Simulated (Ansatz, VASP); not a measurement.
## One calculation of Na, two programs

```
CELL_PARAMETERS angstrom
-2.06188 2.06188 2.06188
2.06188 -2.06188 2.06188
2.06188 2.06188 -2.06188
ATOMIC_POSITIONS crystal
Na 0.00000 0.00000 0.00000
```

Change from the starting cell: volume scaled by 0.95, crystal datasets.

Alike in both runs: task electric field gradients; functional PBE; k mesh 13 × 13 × 13; occupations fermi-dirac, width 0.08 eV; no spin polarisation.

```csv
,VASP,Ansatz
version,VASP 6.6.1,Ansatz 0.2.0
potentials or method,"VASP PAW PBE potentials, release 64 (Na_pv), cutoff 520 eV","all-electron PAW with datasets made for the crystal, scalar-relativistic"
```

|  | VASP | Ansatz | Ansatz less VASP |
| --- | --- | --- | --- |
| pressure (GPa) | 0.5 | 0.5 | +0.01 |

Ansatz ran all-electron here, and VASP with PAW potentials.
